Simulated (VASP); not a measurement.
# Nb: single point with PBE

The system is Nb.

```
Nb
1.0
    -1.53282    1.53282    1.53282
     1.53282   -1.53282    1.53282
     1.53282    1.53282   -1.53282
Nb
1
Direct
  0.00000 0.00000 0.00000
```

| Property | Result |
| --- | --- |
| Program | VASP 6.6.1 |
| Task | single point |
| Functional | PBE |
| Potentials or basis | VASP PAW PBE potentials, release 64 (Nb_sv) |
| Cutoff | 500 eV |
| k mesh | 3 × 3 × 3 |
| Occupations | gaussian, width 0.1 eV |
| Spin | no spin polarisation |

| Quantity | Value |
| --- | --- |
| Pressure | 55.5 GPa |

Levels at points of the mesh, in eV from the Fermi level:
```
           k point  band 3  band 4  band 5  band 6  band 7  band 8  band 9  band 10
(0.00, 0.00, 0.00)  -29.97  -29.97   -7.24   -0.88   -0.88   -0.88    2.84     2.84
```

Run time: 3.7 s on 1 thread of AMD EPYC 7R13 Processor (Zen 3) (shared host), peak memory 0.09 GiB.

Caveat: the k points lie up to 0.97 Å⁻¹ apart.
